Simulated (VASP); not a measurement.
A run of VASP 6.6.1:

INCAR

```
PREC     = Accurate       # precision mode
ENCUT    = 500            # plane-wave cutoff, eV
EDIFF    = 1E-6           # SCF threshold, eV
ISMEAR   = 0              # smearing method
SIGMA    = 0.05           # smearing width, eV
LREAL    = False          # projectors in reciprocal space
LASPH    = True           # aspherical terms in the spheres
NELM     = 120            # most SCF steps
ALGO     = Normal         # electronic algorithm
ISIF     = 2              # what is computed and relaxed
LWAVE    = False          # write WAVECAR
LCHARG   = False          # write CHGCAR
GGA      = PS             # functional
NBANDS   = 15             # bands
GGA_COMPAT= False
```

The input KPOINTS:

```
regular mesh
0
Gamma
  8 8 8
```

Contents of POSCAR:

```
RbCl
1.0
    0.0000000000      3.2715453165      3.2715453165
    3.2715453165      0.0000000000      3.2715453165
    3.2715453165      3.2715453165      0.0000000000
Rb Cl
1 1
Direct
    0.5000000000      0.5000000000      0.5000000000
    0.0000000000      0.0000000000      0.0000000000
```

Potentials or basis: VASP PAW PBE potentials, release 64 (Rb_sv, Cl).

Launch:

```console
$ cat potpaw_PBE.64/Rb_sv/POTCAR potpaw_PBE.64/Cl/POTCAR > POTCAR
$ mpirun -np 1 vasp_std > vasp.out
```

Hardware: 1 thread of Intel(R) Xeon(R) 6975P-C (Granite Rapids), with other jobs on the host.

**Question.** How long does it take, and how much memory?

**Answer.** Run time: 12 s on 1 thread of Intel(R) Xeon(R) 6975P-C (Granite Rapids) (shared host), peak memory 0.2 GiB. Counts: scf iterations 13, k points 29.
